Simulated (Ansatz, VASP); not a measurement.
**CuF: VASP beside Ansatz**

POSCAR

```
CuF
1.0
    2.7384616615      0.0000000000      0.0000000000
    0.0000000000      2.7384616615      0.0000000000
    0.0000000000      0.0000000000      2.7384616615
Cu F
1 1
Direct
    0.0000000000      0.0000000000      0.0000000000
    0.5000000000      0.5000000000      0.5000000000
```

The input INCAR.step1:

```
SYSTEM = CuF
PREC = Accurate
ENCUT = 610
EDIFF = 1E-5
ISMEAR = -1
SIGMA = 0.02
LREAL = .FALSE.
LASPH = .TRUE.
NELM = 120
ALGO = Normal
ISIF = 2
LWAVE = .TRUE.
LCHARG = .FALSE.
NBANDS = 20
GGA = PE
GGA_COMPAT = .FALSE.
```

The input INCAR.step2:

```
SYSTEM = CuF
PREC = Accurate
ENCUT = 610
EDIFF = 1E-6
ISMEAR = -1
SIGMA = 0.02
LREAL = .FALSE.
LASPH = .TRUE.
NELM = 120
ALGO = Normal
ISIF = 2
LWAVE = .FALSE.
LCHARG = .FALSE.
GGA = PE
LHFCALC = .TRUE.
AEXX = 0.3
PRECFOCK = Normal
NBANDS = 20
ISTART = 1
GGA_COMPAT = .FALSE.
```

Contents of KPOINTS:

```
Automatic mesh
0
G
  4 4 4
  0 0 0
```

Input for Ansatz:

```yaml
crystal:
  lattice:
    - [2.7384616615, 0.0, 0.0]
    - [0.0, 2.7384616615, 0.0]
    - [0.0, 0.0, 2.7384616615]
  atoms:
    - { symbol: Cu, position: [0.0, 0.0, 0.0] }
    - { symbol: F, position: [0.5, 0.5, 0.5] }
kpoints:
  mp_grid: { grid: [4, 4, 4] }
hamiltonian:
  xc: { exchange: pbe, correlation: pbe, exx: { coeff: 0.3 } }
scf:
  occupations: { method: fermi_dirac, width: 0.02 }
  n_extra_bands: 4
output:
  forces: true
  stress: true
  eigenvalues: true
```

Alike in both runs: task single point; functional PBE-based global hybrid; k mesh 4 × 4 × 4; occupations fermi-dirac, width 0.02 eV; no spin polarisation.

```csv
,VASP,Ansatz
version,VASP 6.6.1,Ansatz 0.2.0
potentials or method,"VASP PAW PBE potentials, release 64 (Cu_sv_GW, F)",plane waves
plane-wave cutoff (eV),610,420
valence electrons in the cell,26,26
```

```tsv
	VASP	Ansatz	Ansatz less VASP
gap on the k mesh at the Fermi level (eV)	1.60	1.58	-0.024
pressure (GPa)	-1.8	2.2	+3.99
```

VASP's potentials were made for PBE, not for PBE-based global hybrid. Ansatz's warnings: stress exchange threshold loose, stress scf threshold loose.

The k mesh is coarse, so the values compare programs but aren't converged.
